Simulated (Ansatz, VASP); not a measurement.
## TiO2: VASP beside Ansatz

Contents of INCAR:

```
PREC = Accurate
ENCUT = 520
EDIFF = 1E-6
ISMEAR = 0
SIGMA = 0.05
LREAL = F
LASPH = T
NELM = 100
ALGO = Normal
ISIF = 2
LWAVE = F
LCHARG = T
GGA = PE
LELF = T
LVHAR = T
NBANDS = 33
```

File KPOINTS:

```
Automatic mesh
0
Gamma
  8 8 10
```

File POSCAR:

```
TiO2
1.0
    4.8029801966      0.0000000000      0.0000000000
    0.0000000000      4.8029801966      0.0000000000
    0.0000000000      0.0000000000      3.0657232108
Ti O
2 4
Direct
    0.0000000000      0.0000000000      0.0000000000
    0.5000000000      0.5000000000      0.5000000000
    0.3050970583      0.3050970583      0.0000000000
    0.1949029417      0.8050970583      0.5000000000
    0.6949029417      0.6949029417      0.0000000000
    0.8050970583      0.1949029417      0.5000000000
```

Input for Ansatz:

```yaml
crystal:
  lattice:
    - [4.8029801966, 0.0, 0.0]
    - [0.0, 4.8029801966, 0.0]
    - [0.0, 0.0, 3.0657232108]
  atoms:
    - { symbol: Ti, position: [0.0, 0.0, 0.0] }
    - { symbol: Ti, position: [0.5, 0.5, 0.5] }
    - { symbol: O, position: [0.3050970583, 0.3050970583, 0.0] }
    - { symbol: O, position: [0.1949029417, 0.8050970583, 0.5] }
    - { symbol: O, position: [0.6949029417, 0.6949029417, 0.0] }
    - { symbol: O, position: [0.8050970583, 0.1949029417, 0.5] }
basis:
  ecutwfc: 520.0
kpoints:
  mp_grid: { grid: [8, 8, 10] }
hamiltonian:
  xc: pbe
  pseudopotentials: { kind: paw, azcp: { folder: soft_1 } }
scf:
  occupations: { method: gaussian, width: 0.05 }
output:
  forces: true
  stress: true
  eigenvalues: true
```

Alike in both runs: task single point; functional PBE; k mesh 8 × 8 × 10; occupations gaussian, width 0.05 eV; no spin polarisation.

|  | VASP | Ansatz |
| --- | --- | --- |
| version | VASP 6.6.1 | Ansatz 0.2.0 |
| potentials or method | VASP PAW PBE potentials, release 64 (Ti_sv, O), cutoff 520 eV | scalar-relativistic, plane waves, PAW |
| valence electrons in the cell | 48 | 48 |

VASP gave:

| Item | Value |
| --- | --- |
| gap on the k mesh at the Fermi level (eV) | 1.59 |
| least direct gap on the mesh (eV) | 1.59 |
| pressure (GPa) | -17.9 |
| traceless stress, the component that is largest in VASP (GPa) | -3.30 |
| rms of the force components (eV/Å) | 0.207 |

Which values does Ansatz return?

gap on the k mesh at the Fermi level (eV): 1.61; least direct gap on the mesh (eV): 1.61; pressure (GPa): -18.5; traceless stress, the component that is largest in VASP (GPa): -3.50; rms of the force components (eV/Å): 0.218.

Atom by atom the forces differ by 0.011 eV/Å (rms over components). With one functional, cell and mesh, what is left measures potentials, basis and numerics.
